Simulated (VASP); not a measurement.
# SiC (Fmm2) in VASP: notebook

Runs on SiC. Level: PBE. Tasks: single point.

Everything below comes from runs of VASP 6.6.1. Logs are shortened: lines on timing, memory, paths and dates and some standing lists are left out, and cuts for length are marked.

**1. The cell of the first run**

Symmetry: Fmm2, No. 42, orthorhombic system. The conventional cell has a = 2.873 Å, b = 7.834 Å, c = 4.977 Å, α = 90.00°, β = 90.00°, γ = 90.00°. Si (site symmetry mm2) has 3 C at 1.66 Å within 2.2 Å. Within 2.2 Å of C (site symmetry mm2) lie 3 Si at 1.66 Å.

**2. Single point, PBE**

Contents of INCAR:

```
  PREC = Accurate
  ENCUT = 520
  EDIFF = 1E-7
  ISMEAR = 0
  SIGMA = 0.1
  LREAL = False
  LASPH = True
  NELM = 60
  ALGO = Normal
  ISIF = 2
  LWAVE = False
  LCHARG = False
  GGA = PE
  NBANDS = 11
```

Contents of KPOINTS:

```
Automatic mesh
0
Gamma
  8 8 8
```

Contents of POSCAR:

```
SiC
1.0
    0.0000000000      3.9170895200      2.4885453000
    1.4367341800      0.0000000000      2.4885453000
    1.4367341800      3.9170895200      0.0000000000
Si C
1 1
Direct
    0.6666700100      0.6666700100      0.3333299900
    0.3333299900      0.3333299900      0.6666700100
```

Potentials or basis: VASP PAW PBE potentials, release 64 (Si, C).

Command:

```
> cat potpaw_PBE.64/Si/POTCAR potpaw_PBE.64/C/POTCAR > POTCAR
> mpirun -np 1 vasp_std > vasp.out
```

OUTCAR:

```text
PREC = Accurate
   ENCUT = 520
   EDIFF = 1E-7
   ISMEAR = 0
   LREAL = False
   LASPH = True
   NELM = 60
   ISIF = 2
   GGA = PE

 ion  position               nearest neighbor table
   1  0.667  0.667  0.333-   2 1.66   2 1.66   2 1.66
   2  0.333  0.333  0.667-   1 1.66   1 1.66   1 1.66

  LATTYP: Found a face centered orthorhombic cell.
 ALAT       =     2.8734683600
 B/A-ratio  =     1.7320847062
 C/A-ratio  =     2.7263843058

  Lattice vectors:

 A1 = (   0.0000000000,   3.9170895200,   2.4885453000)
 A2 = (  -1.4367341800,   3.9170895200,   0.0000000000)
 A3 = (  -1.4367341800,   0.0000000000,   2.4885453000)

Analysis of symmetry for initial positions (statically):
=====================================================================
 Subroutine PRICEL returns:
 Original cell was already a primitive cell.

 Routine SETGRP: Setting up the symmetry group for a
 face centered orthorhombic supercell.

 Subroutine GETGRP returns: Found  4 space group operations
 (whereof  4 operations were pure point group operations)
 out of a pool of  8 trial point group operations.

The static configuration has the point symmetry C_2v.

Analysis of symmetry for dynamics (positions and initial velocities):
=====================================================================
 Subroutine PRICEL returns:
 Original cell was already a primitive cell.

 Routine SETGRP: Setting up the symmetry group for a
 face centered orthorhombic supercell.

 Subroutine GETGRP returns: Found  4 space group operations
 (whereof  4 operations were pure point group operations)
 out of a pool of  8 trial point group operations.

The dynamic configuration has the point symmetry C_2v.

 Subroutine INISYM returns: Found  4 space group operations
 (whereof  4 operations are pure point group operations),
 and found     1 'primitive' translations

----------------------------------------------------------------------------------------

                                     Primitive cell

  volume of cell :      28.0102

  direct lattice vectors                    reciprocal lattice vectors
     0.000000000  3.917089520  2.488545300    -0.348011488  0.127645794  0.200920594
     1.436734180  0.000000000  2.488545300     0.348011488 -0.127645794  0.200920594
     1.436734180  3.917089520  0.000000000     0.348011488  0.127645794 -0.200920594

  length of vectors
     4.640737874  2.873510538  4.172265022     0.421633169  0.421633169  0.421633169

  position of ions in fractional coordinates (direct lattice)
     0.666670010  0.666670010  0.333329990
     0.333329990  0.333329990  0.666670010

  ion indices of the primitive-cell ions
   primitive index   ion index
                 1           1
                 2           2

----------------------------------------------------------------------------------------

 KPOINTS: Automatic mesh

Automatic generation of k-mesh.
 Grid dimensions read from file:
 generate k-points for:    8    8    8

 Generating k-lattice:

  Cartesian coordinates                     Fractional coordinates (reciprocal lattice)
    -0.043501436  0.015955724  0.025115074     0.125000000 -0.000000000 -0.000000000
     0.043501436 -0.015955724  0.025115074    -0.000000000  0.125000000  0.000000000
     0.043501436  0.015955724 -0.025115074     0.000000000  0.000000000  0.125000000

  Length of vectors
     0.052704146  0.052704146  0.052704146

  Shift w.r.t. Gamma in fractional coordinates (k-lattice)
     0.000000000  0.000000000  0.000000000

 Subroutine IBZKPT returns following result:
 ===========================================

 Found     95 irreducible k-points:

 Following reciprocal coordinates:
            Coordinates               Weight
  0.000000  0.000000  0.000000      1.000000
  0.125000  0.000000  0.000000      8.000000
  0.250000  0.000000  0.000000      8.000000
  0.375000  0.000000  0.000000      8.000000
  0.500000  0.000000  0.000000      4.000000
  0.125000  0.125000  0.000000      2.000000
[... 16 lines left out ...]
  0.250000  0.000000  0.125000      8.000000
  0.375000  0.000000  0.125000      8.000000
 [... further k-points ...]
   k-points           NKPTS =     95   k-points in BZ     NKDIM =     95   number of bands    NBANDS=     11
   number of dos      NEDOS =    301   number of ions     NIONS =      2
   total plane-waves  NPLWV =  27648
   dimension x,y,z NGX =    36 NGY =   24 NGZ =   32
   dimension x,y,z NGXF=    72 NGYF=   48 NGZF=   64
   ions per type =               1   1
   NGX,Y,Z   is equivalent  to a cutoff of  12.90, 13.89, 12.75 a.u.
   NGXF,Y,Z  is equivalent  to a cutoff of  25.79, 27.77, 25.50 a.u.
 SYSTEM =  unknown system
   PREC   = accura    normal or accurate (medium, high low for compatibility)
   ISTART =      0    job   : 0-new  1-cont  2-samecut
   ICHARG =      2    charge: 1-file 2-atom 10-const
   ISPIN  =      1    spin polarized calculation?
   LNONCOLLINEAR =      F non collinear calculations
   LSORBIT =      F    spin-orbit coupling
   LASPH  =      T    aspherical Exc in radial PAW
   ENCUT  =  520.0 eV  38.22 Ry    6.18 a.u.   8.63  5.34  7.76*2*pi/ulx,y,z
   NELM   =     60;   NELMIN=  2; NELMDL= -5     # of ELM steps
   EDIFF  = 0.1E-06   stopping-criterion for ELM
   LREAL  =      F    real-space projection
   EDIFFG = 0.1E-05   stopping-criterion for IOM
   NSW    =      0    number of steps for IOM
   IBRION =     -1    ionic relax: 0-MD 1-quasi-New 2-CG
   NFREE  =      0    steps in history (QN), initial steepest desc. (CG)
   ISIF   =      2    stress and relaxation
   ISYM   =      2    0-nonsym 1-usesym 2-fastsym
   POTIM  = 0.5000    time-step for ionic-motion
   TEBEG  =    0.0;   TEEND  =   0.0 temperature during run
   PSTRESS=    0.0 pullay stress
   NELECT =       8.0000    total number of electrons
   NUPDOWN=      -1.0000    fix difference up-down
   EMIN   =  10.00;   EMAX   =-10.00  energy-range for DOS
   EFERMI =   0.00;   METHOD = LEGACY
   ISMEAR =     0;   SIGMA  =   0.10  broadening in eV -4-tet -1-fermi 0-gaus
   EFERMI_NEDOS =   21; number of points for ismear=-14 and -15
   IALGO  =     38    algorithm
   IMIX   =      4    mixing-type and parameters
     AMIX     =   0.40;   BMIX     =  1.00
     AMIX_MAG =   1.60;   BMIX_MAG =  1.00
  volume/ion in A,a.u.               =      14.01        94.51
  Fermi-wavevector in a.u.,A,eV,Ry     =   1.078118  2.037348 15.814577  1.162339
  Thomas-Fermi vector in A             =   2.214048
   LORBIT       =      0    0 simple, 1 ext, 2 COOP (PROOUT), +10 PAW based schemes
   GGA     = PE    functional components
   LHFCALC =     F    Hartree Fock is set to
   AEXX    =    0.0000 exact exchange contribution
   IVDW    =     0    specifies the selected vdW correction
   LEPSILON=     F    determine dielectric tensor
   LRPA    =     F    only Hartree local field effects (RPA)
 non-spin polarized calculation
 Gauss-broadening in eV      SIGMA  =   0.10
  energy-cutoff  :      520.00
  volume of cell :       28.01
 maximum number of plane-waves:       778
   NGX = 17   NGY = 11   NGZ = 15

 number of electron       8.0000000 magnetization

 Free energy of the ion-electron system (eV)
  ---------------------------------------------------
  ext. energy  EPLUGINS =         0.00000000
  ---------------------------------------------------
  free energy    TOTEN  =       -13.29279723 eV

  energy without entropy =      -13.29279723  energy(sigma->0) =      -13.29279723

 E-fermi :   4.8791     XC(G=0):  -9.3323

 val. band max:        4.3990248736   @ k =   0.5000  -0.3750   0.1250
 cond. band min:       6.2515921234   @ k =   0.0000   0.5000   0.5000
 fundamental gap:      1.8525672498
 Fermi energy:         4.8790525595

 k-point     1 :       0.0000    0.0000    0.0000
  band No.  band energies     occupation
      1     -10.4191      2.00000
      2       0.7521      2.00000
      3       3.2900      2.00000
      4       3.3128      2.00000
      5       6.7876      0.00000
      6      13.5859      0.00000
      7      13.7085      0.00000
      8      15.1528      0.00000
      9      16.0243      0.00000
     10      20.8318      0.00000
     11      21.1170      0.00000

 k-point     2 :       0.1250    0.0000    0.0000
  band No.  band energies     occupation
      1     -10.1080      2.00000
      2       0.9574      2.00000
      3       2.2671      2.00000
      4       2.9878      2.00000
      5       7.3315      0.00000
      6      12.8398      0.00000
      7      14.4704      0.00000
      8      14.5248      0.00000
      9      15.9950      0.00000
     10      20.1797      0.00000
     11      20.9264      0.00000

 k-point     3 :       0.2500    0.0000    0.0000
  band No.  band energies     occupation
      1      -9.1987      2.00000
      2      -0.0168      2.00000
      3       1.6051      2.00000
      4       2.3589      2.00000
      5       8.5742      0.00000
      6      11.4012      0.00000
      7      11.8573      0.00000
      8      16.8250      0.00000
      9      17.6325      0.00000
     10      18.5932      0.00000
     11      19.5463      0.00000

 k-point     4 :       0.3750    0.0000    0.0000
  band No.  band energies     occupation
      1      -7.8060      2.00000
      2      -2.4912      2.00000
      3       1.8384      2.00000
      4       2.6443      2.00000
      5       8.3574      0.00000
      6       9.7580      0.00000
      7      12.1251      0.00000
      8      17.4291      0.00000
      9      18.2647      0.00000
     10      18.7401      0.00000
     11      19.8771      0.00000
[... 239 lines left out ...]
 k-point    22 :       0.1250    0.0000    0.1250
  band No.  band energies     occupation
      1     -10.3913      2.00000
      2       0.4191      2.00000
      3       3.2915      2.00000
      4       3.3085      2.00000
      5       7.3922      0.00000
      6      13.5965      0.00000
      7      13.6802      0.00000
      8      14.8733      0.00000
      9      16.2919      0.00000
     10      20.7228      0.00000
     11      21.2800      0.00000

 k-point    23 :       0.2500    0.0000    0.1250
  band No.  band energies     occupation
      1     -10.0571      2.00000
      2       0.4035      2.00000
      3       2.2648      2.00000
      4       2.9878      2.00000
      5       8.3891      0.00000
      6      12.7963      0.00000
      7      14.3014      0.00000
      8      14.5263      0.00000
      9      16.2870      0.00000
     10      20.4346      0.00000
     11      20.7607      0.00000

 k-point    24 :       0.3750    0.0000    0.1250
  band No.  band energies     occupation
      1      -9.1352      2.00000
      2      -0.0443      2.00000
      3       1.0088      2.00000
      4       2.3589      2.00000
      5       9.5597      0.00000
      6      11.3506      0.00000
      7      12.5377      0.00000
      8      16.8206      0.00000
      9      17.3826      0.00000
     10      19.0294      0.00000
     11      19.3979      0.00000

 [... further k-points ...]

------------------------ aborting loop because EDIFF is reached ----------------------------------------

  FORCE on cell =-STRESS in cart. coord.  units (eV):
  Direction    XX          YY          ZZ          XY          YZ          ZX
  --------------------------------------------------------------------------------------
  -------------------------------------------------------------------------------------
  Total       11.0529082      0.0207283     10.9378293      0.0000000      0.0000000      0.0000000
  in kB      632.2250163      1.1856591    625.6425228      0.0000000      0.0000000      0.0000000
  external PRESSURE =     419.6843994 kB  Pullay stress =       0.0000000 kB

 VOLUME and BASIS-vectors are now :
 -----------------------------------------------------------------------------
  energy-cutoff  :      520.00
  volume of cell :       28.01
      direct lattice vectors                 reciprocal lattice vectors
     0.000000000  3.917089520  2.488545300    -0.348011488  0.127645794  0.200920594
     1.436734180  0.000000000  2.488545300     0.348011488 -0.127645794  0.200920594
     1.436734180  3.917089520  0.000000000     0.348011488  0.127645794 -0.200920594

 POSITION                                       TOTAL-FORCE (eV/Angst)
 -----------------------------------------------------------------------------------
      1.43673      3.91709      3.31808         0.000000      0.000000      0.023288
      1.43673      3.91709      1.65901         0.000000      0.000000     -0.023288
 -----------------------------------------------------------------------------------
    total drift:                                0.000000      0.000000     -0.000211

  FREE ENERGIE OF THE ION-ELECTRON SYSTEM (eV)
  ---------------------------------------------------
  free  energy   TOTEN  =       -13.2927972321 eV

  energy  without entropy=      -13.2927972321  energy(sigma->0) =      -13.29279723
```

Wall time 16 s (1 thread of AMD EPYC 9R45 (Zen 5), shared host); peak memory 0.15 GiB.

Results:

```
Free energy            : -13.2928 eV
Pressure               : 42.0 GPa
Largest force          : 0.023 eV/Å
Band gap on the k mesh : 1.85 eV, indirect (least direct gap 3.24 eV)
```

Forces in eV/Å, atoms in the order of the input:
```
Si   0.000  0.000  0.023
C    0.000  0.000 -0.023
```

Stress tensor (GPa, compression positive):
```
63.22  0.00  0.00
 0.00  0.12  0.00
 0.00  0.00 62.56
```

Levels at points of the mesh, in eV from the valence-band top:
| k point | band 2 | band 3 | band 4 | band 5 | band 6 | band 7 |
| --- | --- | --- | --- | --- | --- | --- |
| (0.00, 0.00, 0.00) | -3.65 | -1.11 | -1.09 | 2.39 | 9.19 | 9.31 |
| (0.50, 0.00, 0.00) | -8.39 | -2.75 | -0.98 | 2.68 | 5.18 | 9.05 |
| (0.50, 0.50, 0.00) | -8.48 | -2.72 | -0.41 | 4.09 | 4.82 | 7.84 |
| (0.50, 0.00, 0.50) | -5.39 | -1.12 | -1.10 | 7.82 | 7.88 | 9.13 |
| (0.00, 0.50, 0.50) | -8.29 | -2.78 | -1.48 | 1.85 | 5.19 | 11.22 |

A k mesh can miss the band edges. PBE gaps usually lie below the measured ones, often by a third to a half.

[end of part 1 of 2]
